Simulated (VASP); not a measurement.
MnS: relaxation of cell and atoms with r2SCAN

MnS:

```
CELL_PARAMETERS angstrom
0.00000 2.82369 -2.82369
0.00000 2.82369 2.82369
5.64737 0.00000 0.00000
ATOMIC_POSITIONS crystal
Mn 0.00000 0.00000 0.00000
Mn 0.50000 0.50000 0.50000
S 0.00000 0.50000 0.25000
S 0.50000 0.00000 0.75000
```

| Property | Result |
| --- | --- |
| Program | VASP 6.6.1 |
| Task | relaxation of cell and atoms |
| Functional | r2SCAN |
| Potentials or basis | VASP PAW PBE potentials, release 64 (Mn_pv, S) |
| Cutoff | 550 eV |
| k mesh | 6 × 6 × 4 |
| Occupations | gaussian, width 0.05 eV |
| Spin | collinear spin, antiferromagnetic start |
| Starting moments | [4.63, -4.63, 0.0, 0.0] μB |
| Dipole correction | no |
| Further INCAR settings | ALGO = Normal; EDIFF = 1e-07; IBRION = 2; EDIFFG = -0.01; NSW = 50; ISIF = 3 |

| Property | Result |
| --- | --- |
| Relaxed volume | 21.29 Å³/atom |
| Relaxed cell | a = 3.949 Å, b = 3.949 Å, c = 5.461 Å, α = 90.00°, β = 90.00°, γ = 90.00° |
| Space group after relaxing (to 0.1 Å) | I-4m2 (No. 119) |
| Energy gained by relaxing | 12.7 meV/atom |
| Ionic steps | 8 |
| Pressure after relaxing | 0.0 GPa |
| Band gap on the k mesh | 2.14 eV |
| Net moment | 0.00 μB per cell |
| Site moments | Mn +4.28, -4.28; S +0.00 μB |
| Valence electrons inside the program's atomic spheres | Mn 11.40; S 3.79 |

The path:
```csv
step,energy change (eV),largest force (eV/Å),pressure (GPa),volume (Å³)
1,0.0000,0.0000,-2.94,90.06
2,-0.0492,0.0000,0.26,84.78
3,-0.0493,0.0000,0.04,85.10
4,-0.0493,0.0000,-0.03,85.20
5,-0.0496,0.0000,-0.03,85.19
6,-0.0505,0.0000,-0.03,85.18
7,-0.0506,0.0000,0.00,85.14
8,-0.0509,0.0000,-0.01,85.16
```

Final structure:
```cif
data_structure
_symmetry_space_group_name_H-M 'P 1'
_symmetry_Int_Tables_number 1
_cell_length_a 3.9490
_cell_length_b 3.9490
_cell_length_c 5.4607
_cell_angle_alpha 90.000
_cell_angle_beta 90.000
_cell_angle_gamma 90.000
_cell_volume 85.16
loop_
_atom_site_label
_atom_site_type_symbol
_atom_site_fract_x
_atom_site_fract_y
_atom_site_fract_z
_atom_site_occupancy
Mn1 Mn 0.00000 0.00000 0.00000 1
Mn2 Mn 0.50000 0.50000 0.50000 1
S1 S 0.00000 0.50000 0.25000 1
S2 S 0.50000 0.00000 0.75000 1
```

Levels at points of the mesh, in eV from the valence-band top:
Spin up:
```tsv
k point	band 15	band 16	band 17	band 18	band 19	band 20	band 21	band 22	band 23
(0.00, 0.00, 0.00)	-2.42	-2.12	-0.65	-0.09	-0.09	2.54	3.00	3.11	3.19
(0.50, 0.00, 0.00)	-2.39	-1.59	-1.47	-0.97	-0.41	2.84	3.01	3.19	3.35
(0.50, 0.50, 0.00)	-2.23	-1.81	-1.81	-1.81	-1.25	2.14	2.14	2.55	3.04
(0.00, 0.00, 0.50)	-2.41	-2.21	-0.72	0.00	0.00	2.86	2.99	3.64	3.94
(0.50, 0.00, 0.50)	-2.40	-1.56	-1.24	-0.27	-0.16	2.84	2.97	3.03	3.64
(0.50, 0.50, 0.50)	-2.22	-2.14	-2.14	-1.93	-1.42	2.48	2.48	2.96	3.15
```
Spin down:
```tsv
k point	band 16	band 17	band 18	band 19	band 20	band 21	band 22	band 23
(0.00, 0.00, 0.00)	-2.12	-0.65	-0.09	-0.09	2.54	3.00	3.11	3.19
(0.50, 0.00, 0.00)	-1.59	-1.47	-0.97	-0.41	2.84	3.01	3.19	3.35
(0.50, 0.50, 0.00)	-1.81	-1.81	-1.81	-1.25	2.14	2.14	2.55	3.04
(0.00, 0.00, 0.50)	-2.21	-0.72	0.00	0.00	2.86	2.99	3.64	3.94
(0.50, 0.00, 0.50)	-1.56	-1.24	-0.27	-0.16	2.84	2.97	3.03	3.64
(0.50, 0.50, 0.50)	-2.14	-2.14	-1.93	-1.42	2.48	2.48	2.96	3.15
```

Run time: 7.1 min on 4 MPI ranks on Intel(R) Xeon(R) 6975P-C (Granite Rapids), on a shared host, peak memory 0.33 GiB a rank.

Caveat: the PAW data sets were made with another functional, which shifts forces and pressure a little. r2SCAN opens gaps a little over a GGA but as a rule still falls short of measured ones.
